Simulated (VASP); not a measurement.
# Sr3N (P4/mmm) in VASP: single point with PBE

Aim: the single point of Sr3N with PBE.

Everything below comes from runs of VASP 6.6.1. Logs are shortened: lines on timing, memory, paths and dates and some standing lists are left out, and cuts for length are marked.

**1. The cell of the first run**

The structure is tetragonal, space group P4/mmm (No. 123). The conventional cell has a = 5.047 Å, b = 5.047 Å, c = 3.836 Å, α = 90.00°, β = 90.00°, γ = 90.00°. Within 2.5 Å of Sr (site symmetry 4/mmm) lie 2 N at 1.92 Å. Within 3.3 Å of Sr (site symmetry mmm) lie 2 N at 2.52 Å and 4 Sr at 3.17 Å. Within 2.6 Å of N (site symmetry 4/mmm) lie 6 Sr at 1.92 to 2.52 Å.

The cell was built from a structure type or drawn by symmetry, and may not be a known phase.

**2. Single point, PBE**

The input, INCAR:

```
SYSTEM = Sr3N
  PREC = Accurate
  ENCUT = 520
  EDIFF = 1E-7
  ISMEAR = 0
  SIGMA = 0.1
  LREAL = .False.
  LASPH = .True.
  NELM = 80
  ALGO = Normal
  ISIF = 2
  LWAVE = .False.
  LCHARG = .False.
  GGA = PE
  NBANDS = 26
```

The input, KPOINTS:

```
regular mesh
0
Gamma
  4 4 4
  0 0 0
```

The input, POSCAR:

```
Sr3N
1.0
    5.0473313500      0.0000000000      0.0000000000
    0.0000000000      5.0473313500      0.0000000000
    0.0000000000      0.0000000000      3.8355076400
Sr N
3 1
Direct
    0.0000000000      0.0000000000      0.0000000000
    0.5000000000      0.0000000000      0.5000000000
    0.0000000000      0.5000000000      0.5000000000
    0.0000000000      0.0000000000      0.5000000000
```

Potentials or basis: VASP PAW PBE potentials, release 64 (Sr_sv, N).

Launch:

```console
cat potpaw_PBE.64/Sr_sv/POTCAR potpaw_PBE.64/N/POTCAR > POTCAR
mpirun -np 1 vasp_std > vasp.out
```

OUTCAR:

```text
SYSTEM = Sr3N
   PREC = Accurate
   ENCUT = 520
   EDIFF = 1E-7
   ISMEAR = 0
   LREAL = .False.
   LASPH = .True.
   NELM = 80
   ISIF = 2
   GGA = PE

 ion  position               nearest neighbor table
   1  0.000  0.000  0.000-   4 1.92   4 1.92   2 3.17   2 3.17   3 3.17   3 3.17   3 3.17   3 3.17
                             2 3.17   2 3.17
   2  0.500  0.000  0.500-   4 2.52   4 2.52   1 3.17   1 3.17   1 3.17   1 3.17   3 3.57   3 3.57
                             3 3.57   3 3.57
   3  0.000  0.500  0.500-   4 2.52   4 2.52   1 3.17   1 3.17   1 3.17   1 3.17   2 3.57   2 3.57
                             2 3.57   2 3.57
   4  0.000  0.000  0.500-   1 1.92   1 1.92   3 2.52   2 2.52   3 2.52   2 2.52

  LATTYP: Found a simple tetragonal cell.
 ALAT       =     5.0473313500
 C/A-ratio  =     0.7599080334

  Lattice vectors:

 A1 = (   5.0473313500,   0.0000000000,   0.0000000000)
 A2 = (   0.0000000000,   5.0473313500,   0.0000000000)
 A3 = (   0.0000000000,   0.0000000000,   3.8355076400)

Analysis of symmetry for initial positions (statically):
=====================================================================
 Subroutine PRICEL returns:
 Original cell was already a primitive cell.

 Routine SETGRP: Setting up the symmetry group for a
 simple tetragonal supercell.

 Subroutine GETGRP returns: Found 16 space group operations
 (whereof 16 operations were pure point group operations)
 out of a pool of 16 trial point group operations.

The static configuration has the point symmetry D_4h.

Analysis of symmetry for dynamics (positions and initial velocities):
=====================================================================
 Subroutine PRICEL returns:
 Original cell was already a primitive cell.

 Routine SETGRP: Setting up the symmetry group for a
 simple tetragonal supercell.

 Subroutine GETGRP returns: Found 16 space group operations
 (whereof 16 operations were pure point group operations)
 out of a pool of 16 trial point group operations.

The dynamic configuration has the point symmetry D_4h.

 Subroutine INISYM returns: Found 16 space group operations
 (whereof 16 operations are pure point group operations),
 and found     1 'primitive' translations

----------------------------------------------------------------------------------------

                                     Primitive cell

  volume of cell :      97.7117

  direct lattice vectors                    reciprocal lattice vectors
     5.047331350  0.000000000  0.000000000     0.198124500  0.000000000  0.000000000
     0.000000000  5.047331350  0.000000000     0.000000000  0.198124500  0.000000000
     0.000000000  0.000000000  3.835507640     0.000000000  0.000000000  0.260721681

  length of vectors
     5.047331350  5.047331350  3.835507640     0.198124500  0.198124500  0.260721681

  position of ions in fractional coordinates (direct lattice)
     0.000000000  0.000000000  0.000000000
     0.500000000  0.000000000  0.500000000
     0.000000000  0.500000000  0.500000000
     0.000000000  0.000000000  0.500000000

  ion indices of the primitive-cell ions
   primitive index   ion index
                 1           1
                 2           2
                 3           3
                 4           4

----------------------------------------------------------------------------------------

 KPOINTS: regular mesh

Automatic generation of k-mesh.
 Grid dimensions read from file:
 generate k-points for:    4    4    4

 Generating k-lattice:

  Cartesian coordinates                     Fractional coordinates (reciprocal lattice)
     0.049531125  0.000000000  0.000000000     0.250000000  0.000000000  0.000000000
     0.000000000  0.049531125  0.000000000     0.000000000  0.250000000  0.000000000
     0.000000000  0.000000000  0.065180420     0.000000000  0.000000000  0.250000000

  Length of vectors
     0.049531125  0.049531125  0.065180420

  Shift w.r.t. Gamma in fractional coordinates (k-lattice)
     0.000000000  0.000000000  0.000000000

 Subroutine IBZKPT returns following result:
 ===========================================

 Found     18 irreducible k-points:

 Following reciprocal coordinates:
            Coordinates               Weight
  0.000000  0.000000  0.000000      1.000000
  0.250000  0.000000  0.000000      4.000000
  0.500000  0.000000  0.000000      2.000000
  0.250000  0.250000  0.000000      4.000000
  0.500000  0.250000  0.000000      4.000000
  0.500000  0.500000  0.000000      1.000000
[... 10 lines left out ...]
  0.500000  0.250000  0.500000      4.000000
  0.500000  0.500000  0.500000      1.000000
   k-points           NKPTS =     18   k-points in BZ     NKDIM =     18   number of bands    NBANDS=     26
   number of dos      NEDOS =    301   number of ions     NIONS =      4
   total plane-waves  NPLWV =  48000
   dimension x,y,z NGX =    40 NGY =   40 NGZ =   30
   dimension x,y,z NGXF=    80 NGYF=   80 NGZF=   60
   ions per type =               3   1
   NGX,Y,Z   is equivalent  to a cutoff of  13.17, 13.17, 13.00 a.u.
   NGXF,Y,Z  is equivalent  to a cutoff of  26.35, 26.35, 26.01 a.u.
 SYSTEM =  Sr3N
   PREC   = accura    normal or accurate (medium, high low for compatibility)
   ISTART =      0    job   : 0-new  1-cont  2-samecut
   ICHARG =      2    charge: 1-file 2-atom 10-const
   ISPIN  =      1    spin polarized calculation?
   LNONCOLLINEAR =      F non collinear calculations
   LSORBIT =      F    spin-orbit coupling
   LASPH  =      T    aspherical Exc in radial PAW
   ENCUT  =  520.0 eV  38.22 Ry    6.18 a.u.   9.38  9.38  7.13*2*pi/ulx,y,z
   NELM   =     80;   NELMIN=  2; NELMDL= -5     # of ELM steps
   EDIFF  = 0.1E-06   stopping-criterion for ELM
   LREAL  =      F    real-space projection
   EDIFFG = 0.1E-05   stopping-criterion for IOM
   NSW    =      0    number of steps for IOM
   IBRION =     -1    ionic relax: 0-MD 1-quasi-New 2-CG
   NFREE  =      0    steps in history (QN), initial steepest desc. (CG)
   ISIF   =      2    stress and relaxation
   ISYM   =      2    0-nonsym 1-usesym 2-fastsym
   POTIM  = 0.5000    time-step for ionic-motion
   TEBEG  =    0.0;   TEEND  =   0.0 temperature during run
   PSTRESS=    0.0 pullay stress
   NELECT =      35.0000    total number of electrons
   NUPDOWN=      -1.0000    fix difference up-down
   EMIN   =  10.00;   EMAX   =-10.00  energy-range for DOS
   EFERMI =   0.00;   METHOD = LEGACY
   ISMEAR =     0;   SIGMA  =   0.10  broadening in eV -4-tet -1-fermi 0-gaus
   EFERMI_NEDOS =   21; number of points for ismear=-14 and -15
   IALGO  =     38    algorithm
   IMIX   =      4    mixing-type and parameters
     AMIX     =   0.40;   BMIX     =  1.00
     AMIX_MAG =   1.60;   BMIX_MAG =  1.00
  volume/ion in A,a.u.               =      24.43       164.85
  Fermi-wavevector in a.u.,A,eV,Ry     =   1.162649  2.197088 18.391717  1.351753
  Thomas-Fermi vector in A             =   2.299208
   LORBIT       =      0    0 simple, 1 ext, 2 COOP (PROOUT), +10 PAW based schemes
   GGA     = PE    functional components
   LHFCALC =     F    Hartree Fock is set to
   AEXX    =    0.0000 exact exchange contribution
   IVDW    =     0    specifies the selected vdW correction
   LEPSILON=     F    determine dielectric tensor
   LRPA    =     F    only Hartree local field effects (RPA)
 non-spin polarized calculation
 Gauss-broadening in eV      SIGMA  =   0.10
  energy-cutoff  :      520.00
  volume of cell :       97.71
 maximum number of plane-waves:      2648
 NGX is ok and might be reduce to    40
   NGX = 19   NGY = 19   NGZ = 15

 number of electron      35.0000001 magnetization

 Free energy of the ion-electron system (eV)
  ---------------------------------------------------
  ext. energy  EPLUGINS =         0.00000000
  ---------------------------------------------------
  free energy    TOTEN  =        -8.17582285 eV

  energy without entropy =       -8.15001309  energy(sigma->0) =       -8.16291797

 E-fermi :   4.0094     XC(G=0):  -9.3638

 val. band max:        4.0032878972   @ k =   0.5000   0.0000   0.5000
 cond. band min:       4.0260201374   @ k =   0.2500   0.2500   0.2500
 fundamental gap:      0.0227322402
 Fermi energy:         4.0093721093

 k-point     1 :       0.0000    0.0000    0.0000
  band No.  band energies     occupation
      1     -31.9612      2.00000
      2     -31.8051      2.00000
      3     -30.5416      2.00000
      4     -14.7107      2.00000
      5     -14.7107      2.00000
      6     -14.5716      2.00000
[... 18 lines left out ...]
     25       8.3265      0.00000
     26       8.9490      0.00000

 k-point     2 :       0.2500    0.0000    0.0000
  band No.  band energies     occupation
      1     -31.9335      2.00000
      2     -31.8214      2.00000
      3     -30.5572      2.00000
      4     -14.6494      2.00000
      5     -14.5676      2.00000
      6     -14.4948      2.00000
[... 18 lines left out ...]
     25       8.6809      0.00000
     26       8.7715      0.00000

 k-point     3 :       0.5000    0.0000    0.0000
  band No.  band energies     occupation
      1     -31.8852      2.00000
      2     -31.8582      2.00000
      3     -30.5731      2.00000
      4     -14.5728      2.00000
      5     -14.3967      2.00000
      6     -14.3208      2.00000
[... 18 lines left out ...]
     25       8.4501      0.00000
     26       8.5562      0.00000

 k-point     4 :       0.2500    0.2500    0.0000
  band No.  band energies     occupation
      1     -31.9109      2.00000
      2     -31.8315      2.00000
      3     -30.5739      2.00000
      4     -14.7329      2.00000
      5     -14.4084      2.00000
      6     -14.3012      2.00000
[... 18 lines left out ...]
     25       7.8490      0.00000
     26       9.3517      0.00000
[... 322 lines left out ...]
      1     -31.8627      2.00000
      2     -31.8092      2.00000
      3     -30.5357      2.00000
      4     -16.5277      2.00000
      5     -14.4024      2.00000
      6     -14.3484      2.00000
[... 18 lines left out ...]
     25       8.5854      0.00000
     26       9.9250      0.00000

 k-point    17 :       0.5000    0.2500    0.5000
  band No.  band energies     occupation
      1     -31.8358      2.00000
      2     -31.8347      2.00000
      3     -30.5349      2.00000
      4     -16.7060      2.00000
      5     -14.5211      2.00000
      6     -14.3738      2.00000
[... 18 lines left out ...]
     25       8.6962      0.00000
     26       9.5531      0.00000

 k-point    18 :       0.5000    0.5000    0.5000
  band No.  band energies     occupation
      1     -31.8344      2.00000
      2     -31.8344      2.00000
      3     -30.5341      2.00000
      4     -16.8758      2.00000
      5     -14.5192      2.00000
      6     -14.5192      2.00000
[... 18 lines left out ...]
     25       8.4138      0.00000
     26       9.9655      0.00000

------------------------ aborting loop because EDIFF is reached ----------------------------------------

  FORCE on cell =-STRESS in cart. coord.  units (eV):
  Direction    XX          YY          ZZ          XY          YZ          ZX
  --------------------------------------------------------------------------------------
  -------------------------------------------------------------------------------------
  Total       10.4131756     10.4131756     42.1760116      0.0000000      0.0000000      0.0000000
  in kB      170.7447233    170.7447233    691.5595860      0.0000000      0.0000000      0.0000000
  external PRESSURE =     344.3496775 kB  Pullay stress =       0.0000000 kB

 VOLUME and BASIS-vectors are now :
 -----------------------------------------------------------------------------
  energy-cutoff  :      520.00
  volume of cell :       97.71
      direct lattice vectors                 reciprocal lattice vectors
     5.047331350  0.000000000  0.000000000     0.198124500  0.000000000  0.000000000
     0.000000000  5.047331350  0.000000000     0.000000000  0.198124500  0.000000000
     0.000000000  0.000000000  3.835507640     0.000000000  0.000000000  0.260721681

 POSITION                                       TOTAL-FORCE (eV/Angst)
 -----------------------------------------------------------------------------------
      0.00000      0.00000      0.00000         0.000000      0.000000      0.000000
      2.52367      0.00000      1.91775         0.000000      0.000000      0.000000
      0.00000      2.52367      1.91775         0.000000      0.000000      0.000000
      0.00000      0.00000      1.91775         0.000000      0.000000      0.000000
 -----------------------------------------------------------------------------------
    total drift:                               -0.000000     -0.000000     -0.000000

  FREE ENERGIE OF THE ION-ELECTRON SYSTEM (eV)
  ---------------------------------------------------
  free  energy   TOTEN  =        -8.1758228518 eV

  energy  without entropy=       -8.1500130878  energy(sigma->0) =       -8.16291797
```

It took 40 s on 1 thread of AMD EPYC 7R13 (Zen 3), shared host; peak memory 0.19 GiB.

What came out:

```yaml
Free_energy: -8.1758 eV
Pressure: 34.4 GPa
Band_gap_on_the_k_mesh: zero (an odd number of electrons rules out a gap without spin polarisation)
```

Stress tensor (GPa, compression positive):
```
17.07  0.00  0.00
 0.00 17.07  0.00
 0.00  0.00 69.16
```

Caveat: the k points lie up to 0.41 Å⁻¹ apart, too coarse for converged energies and pressures of a metal.
